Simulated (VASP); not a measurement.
**Si: single point with r2SCAN**

The system is Si.

```xyz
1
Lattice="2.6564 0.0000 0.0000 -1.3282 2.3005 0.0000 0.0000 0.0000 2.4001" Properties=species:S:1:pos:R:3 pbc="T T T"
Si    0.0000    0.0000    0.0000
```

This cell differs from its parent crystal: ratio of the length along z to the lengths across it x 0.96, volume and fractional coordinates fixed.

```json
{
  "Program": "VASP 6.6.1",
  "Task": "single point",
  "Functional": "r2SCAN",
  "Potentials or basis": "VASP PAW PBE potentials, release 64 (Si)",
  "Cutoff": "520 eV",
  "k mesh": "24 × 24 × 22",
  "Occupations": "gaussian, width 0.15 eV",
  "Spin": "no spin polarisation",
  "Dipole correction": "no",
  "Further INCAR settings": "ALGO = Normal; EDIFF = 1e-07; NBANDS = 8"
}
```

| Property | Result |
| --- | --- |
| Pressure | 2.8 GPa |
| Band gap on the k mesh | zero (band 2 reaches 17.92 eV, above the bottom of band 3 at 4.76 eV) |

Stress tensor (GPa, compression positive):
```
-0.43  0.00  0.00
 0.00 -0.43  0.00
 0.00  0.00  9.17
```

Levels at points of the mesh, in eV from the Fermi level:
```tsv
k point	band 1	band 2	band 3	band 4	band 5
(0.00, 0.00, 0.00)	-14.94	8.19	9.80	10.21	10.21
(0.50, 0.00, 0.00)	-8.35	-7.29	4.93	6.51	14.80
(0.00, 0.00, 0.50)	-9.22	-7.56	14.69	14.69	15.86
(0.50, 0.00, 0.50)	-2.80	-2.61	-1.56	1.72	9.37
```

It took 2.4 min on 1 thread of Intel(R) Xeon(R) Platinum 8488C (Sapphire Rapids), with other jobs on the host, peak memory 0.18 GiB.

Caveat: the PAW data sets were made with another functional, which shifts forces and pressure a little.
